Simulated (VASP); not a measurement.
Set up this calculation in VASP 6.6.1, as the native input.

```
Task                   : relaxation of cell and atoms
Functional             : LDA
Potentials or basis    : VASP PAW LDA potentials, release 64 (Na_pv, Cl)
Cutoff                 : 500 eV
k mesh                 : 6 × 6 × 6
Occupations            : gaussian, width 0.01 eV
Spin                   : no spin polarisation
Dipole correction      : no
Further INCAR settings : ALGO = Normal; EDIFF = 1e-07; IBRION = 2; EDIFFG = -0.005; NSW = 80; ISIF = 3
```

The structure of NaCl lies in POSCAR:

```
NaCl
1.0
    0.0000000000      2.8100000000      2.8100000000
    2.8100000000      0.0000000000      2.8100000000
    2.8100000000      2.8100000000      0.0000000000
Na Cl
1 1
Direct
    0.0000000000      0.0000000000      0.0000000000
    0.5000000000      0.5000000000      0.5000000000
```

These files were run (other wordings do the same):

INCAR

```
SYSTEM = NaCl
  ALGO = Normal
  EDIFF = 1E-7
  EDIFFG = -0.005
  ENCUT = 500
  GGA_COMPAT = .False.
  IBRION = 2
  ISIF = 3
  ISMEAR = 0
  LASPH = .True.
  LCHARG = .False.
  LREAL = .False.
  LWAVE = .False.
  NELM = 120
  NELMIN = 4
  NSW = 80
  PREC = Accurate
  SIGMA = 0.01
```

KPOINTS

```
k-points
0
Gamma
  6 6 6
  0 0 0
```

Potentials or basis: VASP PAW LDA potentials, release 64 (Na_pv, Cl).

Launch:

```bash
$ cat potpaw_LDA.64/Na_pv/POTCAR potpaw_LDA.64/Cl/POTCAR > POTCAR
$ mpirun -np 1 vasp_std > vasp.out
```

It gave:

The relaxed volume is 20.39 Å³/atom and the relaxed cell is a = 3.864 Å, b = 3.864 Å, c = 3.864 Å, α = 60.00°, β = 60.00°, γ = 60.00°. The space group after relaxing (to 0.1 Å) is Fm-3m (No. 225). The energy gained by relaxing is 13.7 meV/atom, the ionic steps are 4 and the pressure after relaxing is 0.0 GPa. The band gap on the k mesh is 5.08 eV.

Wall time 43 s on 1 thread of Intel Xeon 8259CL (shared host), peak memory 0.14 GiB.
